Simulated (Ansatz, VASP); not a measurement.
Mg2Si3: VASP beside Ansatz

```
CELL_PARAMETERS angstrom
5.85919 -1.94528 0.00000
5.85919 1.94528 0.00000
-3.52862 0.00000 8.45215
ATOMIC_POSITIONS crystal
Mg 0.36311 0.36311 0.00013
Mg 0.63689 0.63689 0.99987
Mg 0.32086 0.32086 0.64903
Mg 0.67914 0.67914 0.35097
Si 0.60603 0.60603 0.59748
Si 0.39397 0.39397 0.40252
Si 0.12663 0.12663 0.76458
Si 0.87337 0.87337 0.23542
Si 0.95648 0.95648 0.85392
Si 0.04352 0.04352 0.14608
```

Alike in both runs: task single point; functional PBE; k mesh 6 × 6 × 2; occupations gaussian, width 0.1 eV; no spin polarisation.

|  | VASP | Ansatz |
| --- | --- | --- |
| version | VASP 6.6.1 | Ansatz 0.2.0 |
| potentials or method | VASP PAW PBE potentials, release 64 (Mg, Si), cutoff 520 eV | scalar-relativistic, plane waves, PAW |
| valence electrons in the cell | 32 | 64 |

Ansatz gave:

* gap on the k mesh at the Fermi level (eV): none
* pressure (GPa): 0.1
* traceless stress, the component that is largest in VASP (GPa): -0.48
* rms of the force components (eV/Å): 0.063

Q: Which values does VASP return?

A: gap on the k mesh at the Fermi level (eV): none; pressure (GPa): 0.0; traceless stress, the component that is largest in VASP (GPa): -0.49; rms of the force components (eV/Å): 0.062.

Atom by atom the forces differ by 0.002 eV/Å (rms over components). A gap of «none» marks a metal or a gap that the smearing closes. VASP's potentials hold 32 valence electrons a cell and Ansatz's 64, so a difference there can come from the potentials and not from the codes.

The k mesh is coarse, so the values compare programs but aren't converged.
